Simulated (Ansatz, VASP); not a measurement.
Two plane-wave programs on Fe

File INCAR:

```
ALGO     = Normal         # electronic algorithm
EDIFF    = 1E-6           # SCF threshold, eV
ENCUT    = 600            # plane-wave cutoff, eV
GGA      = RP             # functional
GGA_COMPAT= False        
ISIF     = 2              # what is computed and relaxed
ISMEAR   = -1             # smearing method
ISPIN    = 2              # spin polarisation
LASPH    = True           # aspherical terms in the spheres
LCHARG   = False          # write CHGCAR
LMAXMIX  = 4              # l up to which the mixer works
LORBIT   = 11             # projections on sites
LREAL    = False          # projectors in reciprocal space
LWAVE    = False          # write WAVECAR
MAGMOM   = 3.5            # initial moments
NBANDS   = 14             # bands
NELM     = 200            # most SCF steps
PREC     = Accurate       # precision mode
SIGMA    = 0.2            # smearing width, eV
```

The input KPOINTS:

```
k-points
0
Gamma
  11 11 11
```

The input POSCAR:

```
Fe
1.0
   -1.4557143115      1.4557143115      1.4557143115
    1.4557143115     -1.4557143115      1.4557143115
    1.4557143115      1.4557143115     -1.4557143115
Fe
1
Direct
    0.0000000000      0.0000000000      0.0000000000
```

Input for Ansatz:

```yaml
crystal:
  lattice:
    - [-1.45571431150693, 1.45571431150693, 1.45571431150693]
    - [1.45571431150693, -1.45571431150693, 1.45571431150693]
    - [1.45571431150693, 1.45571431150693, -1.45571431150693]
  atoms:
    - { symbol: Fe, position: [0.0, 0.0, 0.0], spin: 3.5 }
kpoints:
  mp_grid:
    grid: [11, 11, 11]
hamiltonian:
  xc: rpbe
  pseudopotentials:
    kind: nc
magnetization:
  spin_polarized: true
scf:
  n_extra_bands: 4
  occupations:
    method: fermi_dirac
    width: 0.2
```

Alike in both runs: task single point; functional RPBE; k mesh 11 × 11 × 11; occupations fermi-dirac, width 0.2 eV; collinear spin.

|  | VASP | Ansatz |
| --- | --- | --- |
| version | VASP 6.6.1 | Ansatz 0.2.0 |
| potentials or method | VASP PAW PBE potentials, release 64 (Fe) | plane waves, norm-conserving potentials |
| plane-wave cutoff (eV) | 600 | 1225 |
| valence electrons in the cell | 8 | 16 |

```tsv
	VASP	Ansatz	Ansatz less VASP
net moment per atom (μB)	2.41	2.39	-0.028
size of the moment on the site where the two differ most (μB)	2.43	2.45	+0.025
```

VASP's potentials were made for PBE, not for RPBE. Site moments also hang on the region over which each program counts them. The functional is the same, so the differences come from potentials, cutoffs and numerics. VASP's potentials hold 8 valence electrons a cell and Ansatz's 16, so a difference there can come from the potentials and not from the codes. Ansatz's warnings: moment headroom below auto.
